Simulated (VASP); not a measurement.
# Ti (I4/mmm) in VASP: notebook

Runs on Ti. Level: PBE. Tasks: single point.

All numbers are computed with VASP 6.6.1; they aren't measurements. Logs are shortened: lines on timing, memory, paths and dates and some standing lists are left out, and cuts for length are marked.

### 1 The cell of the first run

The structure is tetragonal, space group I4/mmm (No. 139). The conventional cell has a = 3.256 Å, b = 3.256 Å, c = 3.093 Å, α = 90.00°, β = 90.00°, γ = 90.00°. Within 3.7 Å of Ti (site symmetry 4/mmm) lie 14 Ti at 2.77 to 3.26 Å.

### 2 Single point, PBE (strain -0.0500 x Voigt [0, 1, 0, 0, 0, 0])

INCAR reads:

```
SYSTEM = Ti
PREC = Accurate
ENCUT = 520
EDIFF = 1E-6
ISMEAR = 0
SIGMA = 0.15
LREAL = .FALSE.
LASPH = .TRUE.
NELM = 100
ALGO = Fast
ISIF = 2
LWAVE = .FALSE.
LCHARG = .TRUE.
GGA = PE
LELF = .TRUE.
LVHAR = .TRUE.
NBANDS = 12
```

KPOINTS reads:

```
Automatic mesh
0
G
  26 26 26
  0 0 0
```

POSCAR reads:

```
Ti
1.0
   -1.6277527636      1.5463651254      1.6277527636
    1.6277527636     -1.5463651254      1.6277527636
    1.6277527636      1.5463651254     -1.6277527636
Ti
1
Direct
    0.0000000000      0.0000000000      0.0000000000
```

Potentials or basis: VASP PAW PBE potentials, release 64 (Ti_sv).

Command:

```sh
cat potpaw_PBE.64/Ti_sv/POTCAR > POTCAR
mpirun -np 1 vasp_std > vasp.out
```

OUTCAR:

```text
SYSTEM = Ti
   PREC = Accurate
   ENCUT = 520
   EDIFF = 1E-6
   ISMEAR = 0
   LREAL = .FALSE.
   LASPH = .TRUE.
   NELM = 100
   ISIF = 2
   GGA = PE

 ion  position               nearest neighbor table
   1  0.000  0.000  0.000-

  LATTYP: Found a body centered tetragonal cell.
 ALAT       =     3.2555055272
 C/A-ratio  =     0.9500000000

  Lattice vectors:

 A1 = (  -1.6277527636,  -1.5463651254,   1.6277527636)
 A2 = (   1.6277527636,  -1.5463651254,  -1.6277527636)
 A3 = (   1.6277527636,   1.5463651254,   1.6277527636)

Analysis of symmetry for initial positions (statically):
=====================================================================
 Subroutine PRICEL returns:
 Original cell was already a primitive cell.

 Routine SETGRP: Setting up the symmetry group for a
 body centered tetragonal supercell.

 Subroutine GETGRP returns: Found 16 space group operations
 (whereof 16 operations were pure point group operations)
 out of a pool of 16 trial point group operations.

The static configuration has the point symmetry D_4h.

Analysis of symmetry for dynamics (positions and initial velocities):
=====================================================================
 Subroutine PRICEL returns:
 Original cell was already a primitive cell.

 Routine SETGRP: Setting up the symmetry group for a
 body centered tetragonal supercell.

 Subroutine GETGRP returns: Found 16 space group operations
 (whereof 16 operations were pure point group operations)
 out of a pool of 16 trial point group operations.

The dynamic configuration has the point symmetry D_4h.

 Subroutine INISYM returns: Found 16 space group operations
 (whereof 16 operations are pure point group operations),
 and found     1 'primitive' translations

----------------------------------------------------------------------------------------

                                     Primitive cell

  volume of cell :      16.3889

  direct lattice vectors                    reciprocal lattice vectors
    -1.627752764  1.546365125  1.627752764     0.000000000  0.323338901  0.307171956
     1.627752764 -1.546365125  1.627752764     0.307171956  0.000000000  0.307171956
     1.627752764  1.546365125 -1.627752764     0.307171956  0.323338901  0.000000000

  length of vectors
     2.773157626  2.773157626  2.773157626     0.445985039  0.434406746  0.445985039

  position of ions in fractional coordinates (direct lattice)
     0.000000000  0.000000000  0.000000000

  ion indices of the primitive-cell ions
   primitive index   ion index
                 1           1

----------------------------------------------------------------------------------------

 KPOINTS: Automatic mesh

Automatic generation of k-mesh.
 Grid dimensions read from file:
 generate k-points for:   26   26   26

 Generating k-lattice:

  Cartesian coordinates                     Fractional coordinates (reciprocal lattice)
     0.000000000  0.012436112  0.011814306     0.038461538  0.000000000  0.000000000
     0.011814306  0.000000000  0.011814306     0.000000000  0.038461538  0.000000000
     0.011814306  0.012436112  0.000000000     0.000000000  0.000000000  0.038461538

  Length of vectors
     0.017153271  0.016707952  0.017153271

  Shift w.r.t. Gamma in fractional coordinates (k-lattice)
     0.000000000  0.000000000  0.000000000

 Subroutine IBZKPT returns following result:
 ===========================================

 Found   1330 irreducible k-points:

 Following reciprocal coordinates:
            Coordinates               Weight
  0.000000  0.000000  0.000000      1.000000
  0.038462  0.000000 -0.000000      8.000000
  0.076923  0.000000 -0.000000      8.000000
  0.115385 -0.000000  0.000000      8.000000
  0.153846 -0.000000  0.000000      8.000000
  0.192308 -0.000000  0.000000      8.000000
[... 16 lines left out ...]
  0.307692  0.038462  0.000000     16.000000
  0.346154  0.038462 -0.000000     16.000000
 [... further k-points ...]
   k-points           NKPTS =   1330   k-points in BZ     NKDIM =   1330   number of bands    NBANDS=     12
   number of dos      NEDOS =    301   number of ions     NIONS =      1
   total plane-waves  NPLWV =  13824
   dimension x,y,z NGX =    24 NGY =   24 NGZ =   24
   dimension x,y,z NGXF=    48 NGYF=   48 NGZF=   48
   ions per type =               1
   NGX,Y,Z   is equivalent  to a cutoff of  14.39, 14.39, 14.39 a.u.
   NGXF,Y,Z  is equivalent  to a cutoff of  28.78, 28.78, 28.78 a.u.
 SYSTEM =  Ti
   PREC   = accura    normal or accurate (medium, high low for compatibility)
   ISTART =      0    job   : 0-new  1-cont  2-samecut
   ICHARG =      2    charge: 1-file 2-atom 10-const
   ISPIN  =      1    spin polarized calculation?
   LNONCOLLINEAR =      F non collinear calculations
   LSORBIT =      F    spin-orbit coupling
   LASPH  =      T    aspherical Exc in radial PAW
   ENCUT  =  520.0 eV  38.22 Ry    6.18 a.u.   5.16  5.16  5.16*2*pi/ulx,y,z
   NELM   =    100;   NELMIN=  2; NELMDL= -5     # of ELM steps
   EDIFF  = 0.1E-05   stopping-criterion for ELM
   LREAL  =      F    real-space projection
   EDIFFG = 0.1E-04   stopping-criterion for IOM
   NSW    =      0    number of steps for IOM
   IBRION =     -1    ionic relax: 0-MD 1-quasi-New 2-CG
   NFREE  =      0    steps in history (QN), initial steepest desc. (CG)
   ISIF   =      2    stress and relaxation
   ISYM   =      2    0-nonsym 1-usesym 2-fastsym
   POTIM  = 0.5000    time-step for ionic-motion
   TEBEG  =    0.0;   TEEND  =   0.0 temperature during run
   PSTRESS=    0.0 pullay stress
   NELECT =      12.0000    total number of electrons
   NUPDOWN=      -1.0000    fix difference up-down
   EMIN   =  10.00;   EMAX   =-10.00  energy-range for DOS
   EFERMI =   0.00;   METHOD = LEGACY
   ISMEAR =     0;   SIGMA  =   0.15  broadening in eV -4-tet -1-fermi 0-gaus
   EFERMI_NEDOS =   21; number of points for ismear=-14 and -15
   IALGO  =     68    algorithm
   IMIX   =      4    mixing-type and parameters
     AMIX     =   0.40;   BMIX     =  1.00
     AMIX_MAG =   1.60;   BMIX_MAG =  1.00
  volume/ion in A,a.u.               =      16.39       110.60
  Fermi-wavevector in a.u.,A,eV,Ry     =   1.475544  2.788375 29.623029  2.177231
  Thomas-Fermi vector in A             =   2.590181
   LORBIT       =      0    0 simple, 1 ext, 2 COOP (PROOUT), +10 PAW based schemes
   GGA     = PE    functional components
   LHFCALC =     F    Hartree Fock is set to
   AEXX    =    0.0000 exact exchange contribution
   IVDW    =     0    specifies the selected vdW correction
   LEPSILON=     F    determine dielectric tensor
   LRPA    =     F    only Hartree local field effects (RPA)
 non-spin polarized calculation
 RMM-DIIS sequential band-by-band and
 Gauss-broadening in eV      SIGMA  =   0.15
  energy-cutoff  :      520.00
  volume of cell :       16.39
 maximum number of plane-waves:       457
 NGX is ok and might be reduce to    24
   NGX = 11   NGY = 11   NGZ = 11

 number of electron      12.0000001 magnetization

 Free energy of the ion-electron system (eV)
  ---------------------------------------------------
  ext. energy  EPLUGINS =         0.00000000
  ---------------------------------------------------
  free energy    TOTEN  =        -7.72533512 eV

  energy without entropy =       -7.70111544  energy(sigma->0) =       -7.71322528

 E-fermi :   8.7137     XC(G=0): -11.7693

 val. band max:        8.7131906708   @ k =  -0.1154   0.4615   0.0385
 cond. band min:       8.7139575693   @ k =  -0.4231  -0.4615   0.1154
 fundamental gap:      0.0007668985
 Fermi energy:         8.7136764309

 k-point     1 :       0.0000    0.0000    0.0000
  band No.  band energies     occupation
      1     -47.7206      2.00000
      2     -23.5032      2.00000
      3     -23.5023      2.00000
      4     -23.5023      2.00000
      5       2.6291      2.00000
      6       9.4825      0.00000
      7       9.8909      0.00000
      8       9.8909      0.00000
      9      11.3654      0.00000
     10      11.8478      0.00000
     11      26.2220      0.00000
     12      26.2220      0.00000

 k-point     2 :       0.0385    0.0000   -0.0000
  band No.  band energies     occupation
      1     -47.7182      2.00000
      2     -23.5151      2.00000
      3     -23.5061      2.00000
      4     -23.5030      2.00000
      5       2.6840      2.00000
      6       9.4897      0.00000
      7       9.8821      0.00000
      8       9.8963      0.00000
      9      11.3634      0.00000
     10      11.8227      0.00000
     11      26.2108      0.00000
     12      26.2796      0.00000

 k-point     3 :       0.0769    0.0000   -0.0000
  band No.  band energies     occupation
      1     -47.7110      2.00000
      2     -23.5513      2.00000
      3     -23.5174      2.00000
      4     -23.5040      2.00000
      5       2.8467      2.00000
      6       9.4809      0.00000
      7       9.8502      0.00000
      8       9.9446      0.00000
      9      11.3576      0.00000
     10      11.7596      0.00000
     11      26.1475      0.00000
     12      26.4469      0.00000
[... 286 lines left out ...]
 k-point    23 :       0.3077    0.0385    0.0000
  band No.  band energies     occupation
      1     -47.5967      2.00000
      2     -24.0997      2.00000
      3     -23.6955      2.00000
      4     -23.5220      2.00000
      5       5.5462      2.00000
      6       8.4782      1.97359
      7       9.0947      0.00033
      8      11.5815      0.00000
      9      11.8363      0.00000
     10      12.1519      0.00000
     11      21.2895      0.00000
     12      23.6624      0.00000

 k-point    24 :       0.3462    0.0385   -0.0000
  band No.  band energies     occupation
      1     -47.5798      2.00000
      2     -24.1765      2.00000
      3     -23.7215      2.00000
      4     -23.5245      2.00000
      5       5.8499      2.00000
      6       8.3370      1.99962
      7       9.2472      0.00000
      8      11.6426      0.00000
      9      11.9394      0.00000
     10      12.5627      0.00000
     11      20.2788      0.00000
     12      23.1666      0.00000

 [... further k-points ...]

------------------------ aborting loop because EDIFF is reached ----------------------------------------

  FORCE on cell =-STRESS in cart. coord.  units (eV):
  Direction    XX          YY          ZZ          XY          YZ          ZX
  --------------------------------------------------------------------------------------
  -------------------------------------------------------------------------------------
  Total        0.6321170      0.4777605      0.6321170     -0.0000000      0.0000000      0.0000000
  in kB       61.7958288     46.7059173     61.7958288     -0.0000000      0.0000000      0.0000000
  external PRESSURE =      56.7658583 kB  Pullay stress =       0.0000000 kB

 VOLUME and BASIS-vectors are now :
 -----------------------------------------------------------------------------
  energy-cutoff  :      520.00
  volume of cell :       16.39
      direct lattice vectors                 reciprocal lattice vectors
    -1.627752764  1.546365125  1.627752764     0.000000000  0.323338901  0.307171956
     1.627752764 -1.546365125  1.627752764     0.307171956  0.000000000  0.307171956
     1.627752764  1.546365125 -1.627752764     0.307171956  0.323338901  0.000000000

 POSITION                                       TOTAL-FORCE (eV/Angst)
 -----------------------------------------------------------------------------------
      0.00000      0.00000      0.00000        -0.000000      0.000000      0.000000
 -----------------------------------------------------------------------------------
    total drift:                                0.000000     -0.000000      0.000000

  FREE ENERGIE OF THE ION-ELECTRON SYSTEM (eV)
  ---------------------------------------------------
  free  energy   TOTEN  =        -7.7253351238 eV

  energy  without entropy=       -7.7011154442  energy(sigma->0) =       -7.71322528
```

Wall time 16 min (1 thread of AMD EPYC 7R13, shared host); peak memory 0.33 GiB.

Results:

```
Free energy            : -7.7253 eV
Pressure               : 5.7 GPa
Band gap on the k mesh : zero (bands 6 and 7 overlap by 1.70 eV)
```

Levels at points of the mesh, in eV from the Fermi level:
```tsv
k point	band 3	band 4	band 5	band 6	band 7	band 8	band 9	band 10
(0.00, 0.00, 0.00)	-32.22	-32.22	-6.08	0.77	1.18	1.18	2.65	3.13
(0.50, 0.00, 0.00)	-32.48	-32.24	-2.61	-0.62	1.45	2.95	3.47	4.58
(0.00, 0.50, 0.00)	-32.45	-32.20	-2.60	-0.14	1.07	2.60	3.16	4.53
(0.50, 0.50, 0.50)	-32.79	-32.71	-2.39	-2.24	4.16	4.16	4.26	8.36
```

Caveat: the cell differs from its parent crystal (strain -0.0500 x Voigt [0, 1, 0, 0, 0, 0]); the cell stands under pressure.

### 3 Single point, PBE (strain -0.0250 x Voigt [0, 1, 0, 0, 0, 0])

INCAR reads:

```
  PREC = Accurate
  ENCUT = 520
  EDIFF = 1E-7
  ISMEAR = 0
  SIGMA = 0.15
  LREAL = False
  LASPH = True
  NELM = 80
  ALGO = Fast
  ISIF = 2
  LWAVE = False
  LCHARG = False
  GGA = PE
  NBANDS = 12
```

KPOINTS reads:

```
Automatic mesh
0
Gamma
  26 26 26
```

POSCAR reads:

```
Ti
1.0
   -1.6277527636      1.5870589445      1.6277527636
    1.6277527636     -1.5870589445      1.6277527636
    1.6277527636      1.5870589445     -1.6277527636
Ti
1
Direct
    0.0000000000      0.0000000000      0.0000000000
```

Potentials or basis: VASP PAW PBE potentials, release 64 (Ti_sv).

Command:

```sh
cat potpaw_PBE.64/Ti_sv/POTCAR > POTCAR
mpirun -np 1 vasp_std > vasp.out
```

OUTCAR:

```text
PREC = Accurate
   ENCUT = 520
   EDIFF = 1E-7
   ISMEAR = 0
   LREAL = False
   LASPH = True
   NELM = 80
   ISIF = 2
   GGA = PE

 ion  position               nearest neighbor table
   1  0.000  0.000  0.000-

  LATTYP: Found a body centered tetragonal cell.
 ALAT       =     3.2555055272
 C/A-ratio  =     0.9750000000

  Lattice vectors:

 A1 = (  -1.6277527636,  -1.5870589445,   1.6277527636)
 A2 = (   1.6277527636,  -1.5870589445,  -1.6277527636)
 A3 = (   1.6277527636,   1.5870589445,   1.6277527636)

Analysis of symmetry for initial positions (statically):
=====================================================================
 Subroutine PRICEL returns:
 Original cell was already a primitive cell.

 Routine SETGRP: Setting up the symmetry group for a
 body centered tetragonal supercell.

 Subroutine GETGRP returns: Found 16 space group operations
 (whereof 16 operations were pure point group operations)
 out of a pool of 16 trial point group operations.

The static configuration has the point symmetry D_4h.

Analysis of symmetry for dynamics (positions and initial velocities):
[... 171 lines left out ...]
      4     -23.8627      2.00000
      5       2.4016      2.00000
      6       9.3161      0.00000
      7       9.5077      0.00000
      8       9.5077      0.00000
      9      11.1505      0.00000
     10      11.3760      0.00000
     11      25.9120      0.00000
     12      25.9122      0.00000
[... 331 lines left out ...]
 k-point    24 :       0.3462    0.0385    0.0000
  band No.  band energies     occupation
      1     -47.9200      2.00000
      2     -24.4842      2.00000
      3     -24.0629      2.00000
      4     -23.8765      2.00000
      5       5.5960      2.00000
      6       8.1470      1.99159
      7       8.8878      0.00001
      8      11.2361      0.00000
      9      11.5446      0.00000
     10      12.1691      0.00000
     11      19.5828      0.00000
     12      22.7418      0.00000

 [... further k-points ...]

------------------------ aborting loop because EDIFF is reached ----------------------------------------

  FORCE on cell =-STRESS in cart. coord.  units (eV):
  Direction    XX          YY          ZZ          XY          YZ          ZX
  --------------------------------------------------------------------------------------
  -------------------------------------------------------------------------------------
  Total        0.2964241      0.2277817      0.2964241      0.0000000      0.0000000      0.0000000
  in kB       28.2354173     21.6969853     28.2354173      0.0000000      0.0000000      0.0000000
  external PRESSURE =      26.0559400 kB  Pullay stress =       0.0000000 kB

 VOLUME and BASIS-vectors are now :
 -----------------------------------------------------------------------------
  energy-cutoff  :      520.00
  volume of cell :       16.82
      direct lattice vectors                 reciprocal lattice vectors
    -1.627752764  1.587058945  1.627752764     0.000000000  0.315048160  0.307171956
     1.627752764 -1.587058945  1.627752764     0.307171956  0.000000000  0.307171956
     1.627752764  1.587058945 -1.627752764     0.307171956  0.315048160  0.000000000

 POSITION                                       TOTAL-FORCE (eV/Angst)
 -----------------------------------------------------------------------------------
      0.00000      0.00000      0.00000         0.000000      0.000000      0.000000
 -----------------------------------------------------------------------------------
    total drift:                                0.000000      0.000000      0.000000

  FREE ENERGIE OF THE ION-ELECTRON SYSTEM (eV)
  ---------------------------------------------------
  free  energy   TOTEN  =        -7.7347689250 eV

  energy  without entropy=       -7.7098255617  energy(sigma->0) =       -7.72229724
```

stdout:

```text
POSCAR found type information on POSCAR Ti
 POSCAR found :  1 types and       1 ions
 scaLAPACK will be used
 LDA part: xc-table for (Slater+PW92), standard interpolation
 POSCAR, INCAR and KPOINTS ok, starting setup
 FFT: planning ... GRIDC
 FFT: planning ... GRID_SOFT
 FFT: planning ... GRID
 WAVECAR not read
 entering main loop
WARNING in EDDRMM: call to ZHEGV failed, returncode =   6  3      5
WARNING in EDDRMM: call to ZHEGV failed, returncode =   6  3      6
WARNING in EDDRMM: call to ZHEGV failed, returncode =   6  3     10
WARNING in EDDRMM: call to ZHEGV failed, returncode =   6  3      5
WARNING in EDDRMM: call to ZHEGV failed, returncode =   6  3      7
WARNING in EDDRMM: call to ZHEGV failed, returncode =   8  4     12
WARNING in EDDRMM: call to ZHEGV failed, returncode =   6  3      8
WARNING in EDDRMM: call to ZHEGV failed, returncode =   8  4      9
WARNING in EDDRMM: call to ZHEGV failed, returncode =   6  3     10
WARNING in EDDRMM: call to ZHEGV failed, returncode =   6  3     12
[... 79 lines left out ...]
WARNING in EDDRMM: call to ZHEGV failed, returncode =   8  4     10
WARNING in EDDRMM: call to ZHEGV failed, returncode =   8  4     10
WARNING in EDDRMM: call to ZHEGV failed, returncode =   8  4     12
WARNING in EDDRMM: call to ZHEGV failed, returncode =   6  3      8
WARNING in EDDRMM: call to ZHEGV failed, returncode =   6  3     10
WARNING in EDDRMM: call to ZHEGV failed, returncode =   8  4     10
WARNING in EDDRMM: call to ZHEGV failed, returncode =   6  3      8
WARNING in EDDRMM: call to ZHEGV failed, returncode =   6  3      5
WARNING in EDDRMM: call to ZHEGV failed, returncode =   6  3      5
WARNING in EDDRMM: call to ZHEGV failed, returncode =   6  3     10
```

Run time: 16 min. Hardware: 1 thread of AMD EPYC 7R13, shared host; peak memory 0.34 GiB.

What came out:

- Free energy: -7.7348 eV
- Pressure: 2.6 GPa
- Band gap on the k mesh: zero (bands 6 and 7 overlap by 1.67 eV)

Stress tensor (GPa, compression positive):
```
2.82 0.00 0.00
0.00 2.17 0.00
0.00 0.00 2.82
```

Levels at points of the mesh, in eV from the Fermi level:
```tsv
k point	band 4	band 5	band 6	band 7	band 8	band 9
(0.00, 0.00, 0.00)	-32.29	-6.02	0.89	1.08	1.08	2.72
(0.50, 0.00, 0.00)	-32.30	-2.53	-0.50	1.30	2.88	3.26
(0.00, 0.50, 0.00)	-32.29	-2.53	-0.28	1.12	2.69	3.14
(0.50, 0.50, 0.50)	-32.77	-2.25	-2.18	4.06	4.06	4.10
```

Caveat: the cell differs from its parent crystal (strain -0.0250 x Voigt [0, 1, 0, 0, 0, 0]).
